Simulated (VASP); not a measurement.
Here is a VASP 6.6.1 calculation.

The input POSCAR:

```
Ti
1.0
    3.1777911700      0.0000000000      0.0000000000
   -1.5888955850      2.7520478811      0.0000000000
    0.0000000000      0.0000000000      5.0413771700
Ti
2
Direct
    0.6666666667      0.3333333333      0.7500000000
    0.3333333333      0.6666666667      0.2500000000
```

The input INCAR.step1:

```
SYSTEM = Ti
ALGO     = Normal         ! electronic algorithm
EDIFF    = 1E-6           ! SCF threshold, eV
ENCUT    = 400            ! plane-wave cutoff, eV
GGA      = PE             ! functional
GGA_COMPAT= .FALSE.      
ISIF     = 2              ! what is computed and relaxed
ISMEAR   = 1              ! smearing method
IVDW     = 13             ! dispersion correction
LASPH    = .TRUE.         ! aspherical terms in the spheres
LCHARG   = .TRUE.         ! write CHGCAR
LMAXMIX  = 4              ! l up to which the mixer works
LORBIT   = 11             ! projections on sites
LREAL    = .FALSE.        ! projectors in reciprocal space
LWAVE    = .FALSE.        ! write WAVECAR
NBANDS   = 19             ! bands
NEDOS    = 2001           ! points of the DOS
NELM     = 120            ! most SCF steps
PREC     = Accurate       ! precision mode
SIGMA    = 0.1            ! smearing width, eV
```

File KPOINTS.step1:

```
k-points
0
G
  10 10 6
  0 0 0
```

File INCAR.step2:

```
SYSTEM = Ti
ALGO     = Normal         ! electronic algorithm
EDIFF    = 1E-6           ! SCF threshold, eV
ENCUT    = 400            ! plane-wave cutoff, eV
GGA      = PE             ! functional
GGA_COMPAT= .FALSE.      
ICHARG   = 11             ! starting density
ISIF     = 2              ! what is computed and relaxed
ISMEAR   = -5             ! smearing method
IVDW     = 13             ! dispersion correction
LASPH    = .TRUE.         ! aspherical terms in the spheres
LCHARG   = .FALSE.        ! write CHGCAR
LMAXMIX  = 4              ! l up to which the mixer works
LORBIT   = 11             ! projections on sites
LREAL    = .FALSE.        ! projectors in reciprocal space
LWAVE    = .FALSE.        ! write WAVECAR
NEDOS    = 2001           ! points of the DOS
NELM     = 120            ! most SCF steps
PREC     = Accurate       ! precision mode
SIGMA    = 0.1            ! smearing width, eV
```

KPOINTS.step2

```
k-points
0
G
  15 15 9
  0 0 0
```

Potentials or basis: VASP PAW PBE potentials, release 64 (Ti_sv).

The run is started by

```console
$ cat potpaw_PBE.64/Ti_sv/POTCAR > POTCAR
$ cp INCAR.step1 INCAR
$ cp KPOINTS.step1 KPOINTS
$ mpirun -np 1 vasp_std > vasp.out
$ cp INCAR.step2 INCAR
$ cp KPOINTS.step2 KPOINTS
$ mpirun -np 1 vasp_std > vasp.out
```

Question: Predict the dispersion energy per atom.

Answer: -0.159 eV.
